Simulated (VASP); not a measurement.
# SrTl (P4mm) in VASP: further runs

SrTl is run at these levels: LDA; tasks: single point.

All numbers are computed with VASP 6.6.1; they aren't measurements. Logs are shortened: lines on timing, memory, paths and dates and some standing lists are left out, and cuts for length are marked.

### Step 1. The cell of the first run

The structure is tetragonal, space group P4mm (No. 99). Conventional cell: a = 4.032 Å, b = 4.032 Å, c = 4.032 Å, α = 90.00°, β = 90.00°, γ = 90.00°. Sr (site symmetry 4mm) has 8 Tl at 3.46 to 3.52 Å and 6 Sr at 4.03 Å within 4.6 Å. Tl (site symmetry 4mm) has 8 Sr at 3.46 to 3.52 Å and 6 Tl at 4.03 Å within 4.6 Å.

### Step 2. Single point, LDA

Input file INCAR:

```
SYSTEM = SrTl
ALGO = Normal ; EDIFF = 1E-6
ENCUT = 500 ; GGA_COMPAT = .False.
ISIF = 2 ; ISMEAR = -1
LASPH = .True. ; LCHARG = .False.
LREAL = .False. ; LWAVE = .False.
NBANDS = 18 ; NELM = 120
PREC = Accurate ; SIGMA = 0.05
```

Input file KPOINTS:

```
k-points
0
Gamma
  5 5 5
  0 0 0
```

Input file POSCAR:

```
SrTl
1.0
    4.0320000000      0.0000000000      0.0000000000
    0.0000000000      4.0320000000      0.0000000000
    0.0000000000      0.0000000000      4.0320000000
Sr Tl
1 1
Direct
    0.0000000000      0.0000000000     -0.0124007937
    0.5000000000      0.5000000000      0.5000000000
```

Potentials or basis: VASP PAW LDA potentials, release 64 (Sr_sv, Tl_d).

Launch:

```console
cat potpaw_LDA.64/Sr_sv/POTCAR potpaw_LDA.64/Tl_d/POTCAR > POTCAR
mpirun -np 1 vasp_std > vasp.out
```

OUTCAR:

```text
SYSTEM = SrTl
   EDIFF = 1E-6
   ENCUT = 500
   ISIF = 2
   ISMEAR = -1
   LASPH = .True.
   LREAL = .False.
   NELM = 120
   PREC = Accurate

 ion  position               nearest neighbor table
   1  0.000  0.000  0.988-   2 3.46   2 3.46   2 3.46   2 3.46   2 3.52   2 3.52   2 3.52   2 3.52

   2  0.500  0.500  0.500-   1 3.46   1 3.46   1 3.46   1 3.46   1 3.52   1 3.52   1 3.52   1 3.52

  LATTYP: Found a simple cubic cell.
 ALAT       =     4.0320000000

  Lattice vectors:

 A1 = (   4.0320000000,   0.0000000000,   0.0000000000)
 A2 = (   0.0000000000,   4.0320000000,   0.0000000000)
 A3 = (   0.0000000000,   0.0000000000,   4.0320000000)

Analysis of symmetry for initial positions (statically):
=====================================================================
 Subroutine PRICEL returns:
 Original cell was already a primitive cell.

 Routine SETGRP: Setting up the symmetry group for a
 simple cubic supercell.

 Subroutine GETGRP returns: Found  8 space group operations
 (whereof  8 operations were pure point group operations)
 out of a pool of 48 trial point group operations.

The static configuration has the point symmetry C_4v.

Analysis of symmetry for dynamics (positions and initial velocities):
=====================================================================
 Subroutine PRICEL returns:
 Original cell was already a primitive cell.

 Routine SETGRP: Setting up the symmetry group for a
 simple cubic supercell.

 Subroutine GETGRP returns: Found  8 space group operations
 (whereof  8 operations were pure point group operations)
 out of a pool of 48 trial point group operations.

The dynamic configuration has the point symmetry C_4v.

 Subroutine INISYM returns: Found  8 space group operations
 (whereof  8 operations are pure point group operations),
 and found     1 'primitive' translations

----------------------------------------------------------------------------------------

                                     Primitive cell

  volume of cell :      65.5483

  direct lattice vectors                    reciprocal lattice vectors
     4.032000000  0.000000000  0.000000000     0.248015873  0.000000000  0.000000000
     0.000000000  4.032000000  0.000000000     0.000000000  0.248015873  0.000000000
     0.000000000  0.000000000  4.032000000     0.000000000  0.000000000  0.248015873

  length of vectors
     4.032000000  4.032000000  4.032000000     0.248015873  0.248015873  0.248015873

  position of ions in fractional coordinates (direct lattice)
     0.000000000  0.000000000  0.987599206
     0.500000000  0.500000000  0.500000000

  ion indices of the primitive-cell ions
   primitive index   ion index
                 1           1
                 2           2

----------------------------------------------------------------------------------------

 KPOINTS: k-points

Automatic generation of k-mesh.
 Grid dimensions read from file:
 generate k-points for:    5    5    5

 Generating k-lattice:

  Cartesian coordinates                     Fractional coordinates (reciprocal lattice)
     0.049603175  0.000000000  0.000000000     0.200000000  0.000000000  0.000000000
     0.000000000  0.049603175  0.000000000     0.000000000  0.200000000  0.000000000
     0.000000000  0.000000000  0.049603175     0.000000000  0.000000000  0.200000000

  Length of vectors
     0.049603175  0.049603175  0.049603175

  Shift w.r.t. Gamma in fractional coordinates (k-lattice)
     0.000000000  0.000000000  0.000000000

 Subroutine IBZKPT returns following result:
 ===========================================

 Found     18 irreducible k-points:

 Following reciprocal coordinates:
            Coordinates               Weight
  0.000000  0.000000  0.000000      1.000000
  0.200000  0.000000  0.000000      4.000000
  0.000000  0.000000  0.200000      2.000000
  0.400000  0.000000  0.000000      4.000000
  0.000000  0.000000  0.400000      2.000000
  0.200000  0.200000  0.000000      4.000000
[... 10 lines left out ...]
  0.200000  0.400000  0.400000     16.000000
  0.400000  0.400000  0.400000      8.000000
   k-points           NKPTS =     18   k-points in BZ     NKDIM =     18   number of bands    NBANDS=     18
   number of dos      NEDOS =    301   number of ions     NIONS =      2
   total plane-waves  NPLWV =  27000
   dimension x,y,z NGX =    30 NGY =   30 NGZ =   30
   dimension x,y,z NGXF=    60 NGYF=   60 NGZF=   60
   ions per type =               1   1
   NGX,Y,Z   is equivalent  to a cutoff of  12.37, 12.37, 12.37 a.u.
   NGXF,Y,Z  is equivalent  to a cutoff of  24.74, 24.74, 24.74 a.u.
 SYSTEM =  SrTl
   PREC   = accura    normal or accurate (medium, high low for compatibility)
   ISTART =      0    job   : 0-new  1-cont  2-samecut
   ICHARG =      2    charge: 1-file 2-atom 10-const
   ISPIN  =      1    spin polarized calculation?
   LNONCOLLINEAR =      F non collinear calculations
   LSORBIT =      F    spin-orbit coupling
   LASPH  =      T    aspherical Exc in radial PAW
   ENCUT  =  500.0 eV  36.75 Ry    6.06 a.u.   7.35  7.35  7.35*2*pi/ulx,y,z
   NELM   =    120;   NELMIN=  2; NELMDL= -5     # of ELM steps
   EDIFF  = 0.1E-05   stopping-criterion for ELM
   LREAL  =      F    real-space projection
   EDIFFG = 0.1E-04   stopping-criterion for IOM
   NSW    =      0    number of steps for IOM
   IBRION =     -1    ionic relax: 0-MD 1-quasi-New 2-CG
   NFREE  =      0    steps in history (QN), initial steepest desc. (CG)
   ISIF   =      2    stress and relaxation
   ISYM   =      2    0-nonsym 1-usesym 2-fastsym
   POTIM  = 0.5000    time-step for ionic-motion
   TEBEG  =    0.0;   TEEND  =   0.0 temperature during run
   PSTRESS=    0.0 pullay stress
   NELECT =      23.0000    total number of electrons
   NUPDOWN=      -1.0000    fix difference up-down
   EMIN   =  10.00;   EMAX   =-10.00  energy-range for DOS
   EFERMI =   0.00;   METHOD = LEGACY
   ISMEAR =    -1;   SIGMA  =   0.05  broadening in eV -4-tet -1-fermi 0-gaus
   EFERMI_NEDOS =   21; number of points for ismear=-14 and -15
   IALGO  =     38    algorithm
   IMIX   =      4    mixing-type and parameters
     AMIX     =   0.40;   BMIX     =  1.00
     AMIX_MAG =   1.60;   BMIX_MAG =  1.00
  volume/ion in A,a.u.               =      32.77       221.17
  Fermi-wavevector in a.u.,A,eV,Ry     =   1.154685  2.182039 18.140618  1.333298
  Thomas-Fermi vector in A             =   2.291320
   LORBIT       =      0    0 simple, 1 ext, 2 COOP (PROOUT), +10 PAW based schemes
   GGA     = CA    functional components
   LHFCALC =     F    Hartree Fock is set to
   AEXX    =    0.0000 exact exchange contribution
   IVDW    =     0    specifies the selected vdW correction
   LEPSILON=     F    determine dielectric tensor
   LRPA    =     F    only Hartree local field effects (RPA)
 non-spin polarized calculation
  energy-cutoff  :      500.00
  volume of cell :       65.55
 maximum number of plane-waves:      1743
 NGX is ok and might be reduce to    30
   NGX = 15   NGY = 15   NGZ = 15

 number of electron      23.0000008 magnetization

 Free energy of the ion-electron system (eV)
  ---------------------------------------------------
  ext. energy  EPLUGINS =         0.00000000
  ---------------------------------------------------
  free energy    TOTEN  =        -5.80902378 eV

  energy without entropy =       -5.78440759  energy(sigma->0) =       -5.79671568

 E-fermi :   4.3916     XC(G=0):  -9.5907

 val. band max:        4.2777953744   @ k =   0.2000   0.2000   0.2000
 cond. band min:       4.4371908070   @ k =   0.0000   0.2000   0.2000
 fundamental gap:      0.1593954326
 Fermi energy:         4.3915725951

 k-point     1 :       0.0000    0.0000    0.0000
  band No.  band energies     occupation
      1     -31.3775      2.00000
      2     -13.4284      2.00000
      3     -13.4284      2.00000
      4     -13.4281      2.00000
      5      -7.2126      2.00000
      6      -7.2120      2.00000
[... 10 lines left out ...]
     17       9.2569      0.00000
     18       9.2581      0.00000

 k-point     2 :       0.2000    0.0000    0.0000
  band No.  band energies     occupation
      1     -31.3735      2.00000
      2     -13.5121      2.00000
      3     -13.4238      2.00000
      4     -13.4234      2.00000
      5      -7.2062      2.00000
      6      -7.1572      2.00000
[... 10 lines left out ...]
     17      10.1034      0.00000
     18      10.1089      0.00000

 k-point     3 :       0.0000    0.0000    0.2000
  band No.  band energies     occupation
      1     -31.3735      2.00000
      2     -13.5117      2.00000
      3     -13.4238      2.00000
      4     -13.4238      2.00000
      5      -7.2066      2.00000
      6      -7.1568      2.00000
[... 10 lines left out ...]
     17      10.1041      0.00000
     18      10.1041      0.00000

 k-point     4 :       0.4000    0.0000    0.0000
  band No.  band energies     occupation
      1     -31.3669      2.00000
      2     -13.6428      2.00000
      3     -13.4162      2.00000
      4     -13.4158      2.00000
      5      -7.1965      2.00000
      6      -7.1114      2.00000
[... 249 lines left out ...]
      4     -13.4660      2.00000
      5      -7.1837      2.00000
      6      -7.1410      2.00000
[... 10 lines left out ...]
     17      10.4336      0.00000
     18      10.7677      0.00000

 k-point    17 :       0.2000    0.4000    0.4000
  band No.  band energies     occupation
      1     -31.3532      2.00000
      2     -13.5950      2.00000
      3     -13.5911      2.00000
      4     -13.4664      2.00000
      5      -7.1834      2.00000
      6      -7.1415      2.00000
[... 10 lines left out ...]
     17      10.4332      0.00000
     18      10.7660      0.00000

 k-point    18 :       0.4000    0.4000    0.4000
  band No.  band energies     occupation
      1     -31.3471      2.00000
      2     -13.5821      2.00000
      3     -13.5820      2.00000
      4     -13.5812      2.00000
      5      -7.1630      2.00000
      6      -7.1435      2.00000
[... 10 lines left out ...]
     17      11.1271      0.00000
     18      11.1285      0.00000

------------------------ aborting loop because EDIFF is reached ----------------------------------------

  FORCE on cell =-STRESS in cart. coord.  units (eV):
  Direction    XX          YY          ZZ          XY          YZ          ZX
  --------------------------------------------------------------------------------------
  -------------------------------------------------------------------------------------
  Total       -0.4734858     -0.4734858     -0.4739223      0.0000000      0.0000000      0.0000000
  in kB      -11.5732667    -11.5732667    -11.5839364      0.0000000      0.0000000      0.0000000
  external PRESSURE =     -11.5768233 kB  Pullay stress =       0.0000000 kB

 VOLUME and BASIS-vectors are now :
 -----------------------------------------------------------------------------
  energy-cutoff  :      500.00
  volume of cell :       65.55
      direct lattice vectors                 reciprocal lattice vectors
     4.032000000  0.000000000  0.000000000     0.248015873  0.000000000  0.000000000
     0.000000000  4.032000000  0.000000000     0.000000000  0.248015873  0.000000000
     0.000000000  0.000000000  4.032000000     0.000000000  0.000000000  0.248015873

 POSITION                                       TOTAL-FORCE (eV/Angst)
 -----------------------------------------------------------------------------------
      0.00000      0.00000      3.98200         0.000000     -0.000000      0.067103
      2.01600      2.01600      2.01600        -0.000000      0.000000     -0.067103
 -----------------------------------------------------------------------------------
    total drift:                                0.000000      0.000000     -0.000083

  FREE ENERGIE OF THE ION-ELECTRON SYSTEM (eV)
  ---------------------------------------------------
  free  energy   TOTEN  =        -5.8090237775 eV

  energy  without entropy=       -5.7844075880  energy(sigma->0) =       -5.79671568
```

Wall time 14 s (1 thread of AMD EPYC 7R13 (Zen 3), shared host); peak memory 0.13 GiB.

Results:

| Quantity | Value |
| --- | --- |
| Free energy | -5.8090 eV |
| Pressure | -1.2 GPa |
| Largest force | 0.067 eV/Å |

Forces in eV/Å, atoms in the order of the input:
```
Sr   0.000  0.000  0.067
Tl   0.000  0.000 -0.067
```

Levels at points of the mesh, in eV from the Fermi level:
| k point | band 8 | band 9 | band 10 | band 11 | band 12 | band 13 | band 14 | band 15 |
| --- | --- | --- | --- | --- | --- | --- | --- | --- |
| (0.00, 0.00, 0.00) | -11.48 | -11.48 | -8.08 | 1.04 | 1.05 | 2.71 | 2.71 | 2.72 |

Caveat: spin-orbit coupling is left out, which moves the levels of the heavy elements.

### Step 3. Single point, LDA

Input file INCAR:

```
PREC     = Accurate       # precision mode
ENCUT    = 500            # plane-wave cutoff, eV
EDIFF    = 1E-6           # SCF threshold, eV
ISMEAR   = -1             # smearing method
SIGMA    = 0.05           # smearing width, eV
LREAL    = F              # projectors in reciprocal space
LASPH    = T              # aspherical terms in the spheres
NELM     = 120            # most SCF steps
ALGO     = Normal         # electronic algorithm
ISIF     = 2              # what is computed and relaxed
LWAVE    = F              # write WAVECAR
LCHARG   = T              # write CHGCAR
GGA      = CA             # functional
LELF     = T              # ELF
LVHAR    = T            
NBANDS   = 18             # bands
GGA_COMPAT= F
```

Input file KPOINTS:

```
regular mesh
0
Gamma
  5 5 5
```

Changes to POSCAR since step 2:

```diff
@@ -8,3 +8,3 @@
 Direct
-    0.0000000000      0.0000000000     -0.0124007937
+    0.0000000000      0.0000000000      0.0124007937
     0.5000000000      0.5000000000      0.5000000000
```

Potentials or basis: VASP PAW LDA potentials, release 64 (Sr_sv, Tl_d).

Launch:

```console
cat potpaw_LDA.64/Sr_sv/POTCAR potpaw_LDA.64/Tl_d/POTCAR > POTCAR
mpirun -np 1 vasp_std > vasp.out
```

OUTCAR:

```text
PREC = Accurate
   ENCUT = 500
   EDIFF = 1E-6
   ISMEAR = -1
   LREAL = F
   LASPH = T
   NELM = 120
   ISIF = 2
   GGA = CA

 ion  position               nearest neighbor table
   1  0.000  0.000  0.012-   2 3.46   2 3.46   2 3.46   2 3.46   2 3.52   2 3.52   2 3.52   2 3.52

   2  0.500  0.500  0.500-   1 3.46   1 3.46   1 3.46   1 3.46   1 3.52   1 3.52   1 3.52   1 3.52

  LATTYP: Found a simple cubic cell.
 ALAT       =     4.0320000000

[... 556 lines left out ...]
     18      11.1286      0.00000

------------------------ aborting loop because EDIFF is reached ----------------------------------------

  FORCE on cell =-STRESS in cart. coord.  units (eV):
  Direction    XX          YY          ZZ          XY          YZ          ZX
  --------------------------------------------------------------------------------------
  -------------------------------------------------------------------------------------
  Total       -0.4734223     -0.4734223     -0.4738683      0.0000000      0.0000000      0.0000000
  in kB      -11.5717137    -11.5717137    -11.5826163      0.0000000      0.0000000      0.0000000
  external PRESSURE =     -11.5753479 kB  Pullay stress =       0.0000000 kB

 VOLUME and BASIS-vectors are now :
 -----------------------------------------------------------------------------
  energy-cutoff  :      500.00
  volume of cell :       65.55
      direct lattice vectors                 reciprocal lattice vectors
     4.032000000  0.000000000  0.000000000     0.248015873  0.000000000  0.000000000
     0.000000000  4.032000000  0.000000000     0.000000000  0.248015873  0.000000000
     0.000000000  0.000000000  4.032000000     0.000000000  0.000000000  0.248015873

 POSITION                                       TOTAL-FORCE (eV/Angst)
 -----------------------------------------------------------------------------------
      0.00000      0.00000      0.05000        -0.000000     -0.000000     -0.067111
      2.01600      2.01600      2.01600         0.000000      0.000000      0.067111
 -----------------------------------------------------------------------------------
    total drift:                                0.000000      0.000000      0.000076

  FREE ENERGIE OF THE ION-ELECTRON SYSTEM (eV)
  ---------------------------------------------------
  free  energy   TOTEN  =        -5.8090237795 eV

  energy  without entropy=       -5.7844075519  energy(sigma->0) =       -5.79671567
```

Wall time 19 s (1 thread of AMD EPYC 7R13 (Zen 3), shared host); peak memory 0.13 GiB.

What came out:

```yaml
Free_energy: -5.8090 eV
Pressure: -1.2 GPa
Largest_force: 0.067 eV/Å
```

Forces in eV/Å, atoms in the order of the input:
```
Sr   0.000  0.000 -0.067
Tl   0.000  0.000  0.067
```

Caveat: spin-orbit coupling is left out, which moves the levels of the heavy elements.

### Step 4. Single point, LDA

Input file INCAR:

```
SYSTEM = SrTl
  ALGO = Normal
  EDIFF = 1E-6
  ENCUT = 500
  GGA = CA
  GGA_COMPAT = .False.
  ISIF = 2
  ISMEAR = -1
  LASPH = .True.
  LCHARG = .False.
  LREAL = .False.
  LWAVE = .False.
  NBANDS = 18
  NELM = 120
  PREC = Accurate
  SIGMA = 0.05
```

Input file KPOINTS:

```
k-points
0
Gamma
  5 5 5
  0 0 0
```

Changes to POSCAR since step 3:

```diff
@@ -8,3 +8,3 @@
 Direct
-    0.0000000000      0.0000000000      0.0124007937
+    0.0000000000      0.0000000000      0.0248015873
     0.5000000000      0.5000000000      0.5000000000
```

Launch:

```console
cat potpaw_LDA.64/Sr_sv/POTCAR potpaw_LDA.64/Tl_d/POTCAR > POTCAR
mpirun -np 1 vasp_std > vasp.out
```

Wall time 18 s (1 thread of AMD EPYC 7R13 (Zen 3), shared host); peak memory 0.13 GiB.

The run converged. Its results:

```
Free energy   : -5.8039 eV
Pressure      : -1.1 GPa
Largest force : 0.139 eV/Å
```

Forces in eV/Å, atoms in the order of the input:
```
Sr   0.000  0.000 -0.139
Tl   0.000  0.000  0.139
```

Levels at points of the mesh, in eV from the Fermi level:
```csv
k point,band 8,band 9,band 10,band 11,band 12,band 13,band 14,band 15
"(0.00, 0.00, 0.00)",-11.49,-11.49,-8.08,1.01,1.05,2.70,2.70,2.77
```

Caveat: spin-orbit coupling is left out, which moves the levels of the heavy elements.
